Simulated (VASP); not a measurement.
LiH: single point with PBEsol

Crystal: LiH.

```
Li H
1.0
     0.00000    1.98996    1.98996
     1.98996    0.00000    1.98996
     1.98996    1.98996    0.00000
Li H
1 1
Direct
  0.00000 0.00000 0.00000
  0.50000 0.50000 0.50000
```

```json
{
  "Program": "VASP 6.6.1",
  "Task": "single point",
  "Functional": "PBEsol",
  "Potentials or basis": "VASP PAW PBE potentials, release 64 (Li_sv, H)",
  "Cutoff": "520 eV",
  "k mesh": "14 × 14 × 14",
  "Occupations": "gaussian, width 0.05 eV",
  "Spin": "no spin polarisation",
  "Dipole correction": "no",
  "Further INCAR settings": "ALGO = Normal; EDIFF = 1e-06; NBANDS = 9"
}
```

```json
{"Band gap on the k mesh": "2.73 eV, direct"}
```

Levels at points of the mesh, in eV from the valence-band top:
| k point | band 1 | band 2 | band 3 | band 4 | band 5 |
| --- | --- | --- | --- | --- | --- |
| (0.00, 0.00, 0.00) | -43.69 | -5.63 | 16.38 | 17.94 | 17.94 |
| (0.50, 0.00, 0.00) | -43.63 | -2.77 | 4.75 | 13.75 | 16.49 |
| (0.50, 0.50, 0.00) | -43.62 | 0.00 | 2.73 | 10.72 | 10.72 |

It took 4.5 s on 1 thread of Intel(R) Xeon(R) 6975P-C (Granite Rapids), on a shared host, peak memory 0.14 GiB.

 A k mesh can miss the band edges.
